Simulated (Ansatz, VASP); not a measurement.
Two plane-wave programs on InSb

```xyz
2
Lattice="0.0000 3.1504 3.2272 3.1504 0.0000 3.2272 3.1504 3.1504 0.0000" Properties=species:S:1:pos:R:3 pbc="T T T"
In    0.0000    0.0000    0.0000
Sb    3.1504    3.1504    3.2272
```

Change from the starting cell: strain +0.025 along x and y, +0.050 along z, atoms carried along.

Alike in both runs: task single point; functional PBEsol; k mesh 14 × 14 × 14; occupations gaussian, width 0.15 eV; no spin polarisation.

|  | VASP | Ansatz |
| --- | --- | --- |
| version | VASP 6.6.1 | Ansatz 0.2.0 |
| potentials or method | VASP PAW PBE potentials, release 64 (In_d, Sb), cutoff 520 eV | scalar-relativistic, plane waves, PAW |
| valence electrons in the cell | 18 | 28 |

Ansatz gave:

- gap on the k mesh at the Fermi level (eV): none
- pressure (GPa): -5.8
- traceless stress, the component that is largest in VASP (GPa): -0.54

Problem. What did VASP give for the same quantities?

Solution. gap on the k mesh at the Fermi level (eV): none; pressure (GPa): -5.9; traceless stress, the component that is largest in VASP (GPa): -0.54.

VASP's potentials were made for PBE, not for PBEsol. A gap of «none» marks a metal or a gap that the smearing closes. VASP's potentials hold 18 valence electrons a cell and Ansatz's 28, so a difference there can come from the potentials and not from the codes.

Spin-orbit coupling is off throughout.
